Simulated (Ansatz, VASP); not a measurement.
**Be2Bi: VASP beside Ansatz**

```
Be Bi
1.0
     2.16370    1.24921    6.74450
    -2.16370    1.24921    6.74450
     0.00000   -2.49843    6.74450
Be Bi
4 2
Direct
  0.36870 0.86923 0.86923
  0.86923 0.36870 0.86923
  0.94529 0.94529 0.94529
  0.86923 0.86923 0.36870
  0.44779 0.44779 0.44779
  0.25319 0.25319 0.25319
```

Change from the starting cell: the structure that the rattled cubic Laves (C15) type (Fd-3m, No. 227) fell into.

Alike in both runs: functional PBE; k mesh 12 × 12 × 12; occupations gaussian, width 0.1 eV; no spin polarisation.

Ansatz relaxed the structure, and its values are those at the end. VASP's run is a single point on that final structure, the one shown.

```csv
,VASP,Ansatz
version,VASP 6.6.1,Ansatz 0.2.0
potentials or method,"VASP PAW PBE potentials, release 64 (Be, Bi_d), cutoff 520 eV","scalar-relativistic, plane waves, PAW"
valence electrons in the cell,38,38
```

Ansatz gave:

```
gap on the k mesh at the Fermi level (eV) : none
pressure (GPa)                            : 0.0
rms of the force components (eV/Å)        : 0.002
```

Estimate VASP's values.

gap on the k mesh at the Fermi level (eV): none; pressure (GPa): 0.0; rms of the force components (eV/Å): 0.003.

A gap of «none» marks a metal or a gap that the smearing closes.

Neither program's run includes spin-orbit coupling.
